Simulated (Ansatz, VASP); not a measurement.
Co: VASP beside Ansatz

```
Co
1.0
     0.00000    2.49548    2.49548
     2.49548    0.00000    2.49548
     2.49548    2.49548    0.00000
Co
2
Direct
  0.00000 0.00000 0.00000
  0.25000 0.25000 0.25000
```

Alike in both runs: functional PBEsol; k mesh 14 × 14 × 14; occupations gaussian, width 0.1 eV; collinear spin.

Ansatz relaxed the structure, and its values are those at the end. VASP's run is a single point on that final structure, the one shown.

|  | VASP | Ansatz |
| --- | --- | --- |
| version | VASP 6.6.1 | Ansatz 0.2.0 |
| potentials or method | VASP PAW PBE potentials, release 64 (Co), cutoff 520 eV | scalar-relativistic, plane waves, PAW |
| valence electrons in the cell | 18 | 34 |

|  | VASP | Ansatz | Ansatz less VASP |
| --- | --- | --- | --- |
| gap on the k mesh at the Fermi level (eV) | none | none | - |
| pressure (GPa) | -0.9 | 0.0 | +0.88 |
| net moment per atom (μB) | 1.68 | 1.69 | +0.007 |
| size of the moment on the site where the two differ most (μB) | 1.66 | 1.68 | +0.022 |

VASP's potentials were made for PBE, not for PBEsol. Site moments also hang on the region over which each program counts them. A gap of «none» marks a metal or a gap that the smearing closes. VASP's potentials hold 18 valence electrons a cell and Ansatz's 34, so a difference there can come from the potentials and not from the codes.
